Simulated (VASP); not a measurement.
Write the native input for VASP 6.6.1 that does the following.

* Task: single point
* Functional: PBE
* Potentials or basis: VASP PAW PBE potentials, release 64 (Ca_sv, Nb_sv)
* Cutoff: 500 eV
* k mesh: 12 × 12 × 12, shifted
* Occupations: gaussian, width 0.1 eV
* Spin: no spin polarisation
* Dipole correction: no
* Further INCAR settings: ALGO = Normal; EDIFF = 1e-06; NBANDS = 30

The structure of Ca3Nb lies in POSCAR:

```
Ca3Nb
1.0
    4.9955191355      0.0000000000      0.0000000000
    0.0000000000      4.9955191355      0.0000000000
    0.0000000000      0.0000000000      4.9955191355
Ca Nb
3 1
Direct
    0.0000000000      0.5000000000      0.5000000000
    0.5000000000      0.0000000000      0.5000000000
    0.5000000000      0.5000000000      0.0000000000
    0.0000000000      0.0000000000      0.0000000000
```

The input as run:

INCAR

```
PREC = Accurate ; ENCUT = 500
EDIFF = 1E-6 ; ISMEAR = 0
SIGMA = 0.1 ; LREAL = F
LASPH = T ; NELM = 120
ALGO = Normal ; ISIF = 2
LWAVE = F ; LCHARG = F
GGA = PE ; NBANDS = 30
GGA_COMPAT = F
```

KPOINTS

```
Automatic mesh
0
Gamma
  12 12 12
  0.5 0.5 0.5
```

Potentials or basis: VASP PAW PBE potentials, release 64 (Ca_sv, Nb_sv).

Launch:

```console
$ cat potpaw_PBE.64/Ca_sv/POTCAR potpaw_PBE.64/Nb_sv/POTCAR > POTCAR
$ mpirun -np 1 vasp_std > vasp.out
```

Results of the run:

| Item | Value |
| --- | --- |
| Pressure | 0.0 GPa |
| Band gap on the k mesh | zero (an odd number of electrons rules out a gap without spin polarisation) |

Run time: 2.1 min on 1 thread of Intel(R) Xeon(R) Platinum 8259CL CPU @ 2.50GHz (Skylake/Cascade Lake), with other jobs on the host, peak memory 0.31 GiB.
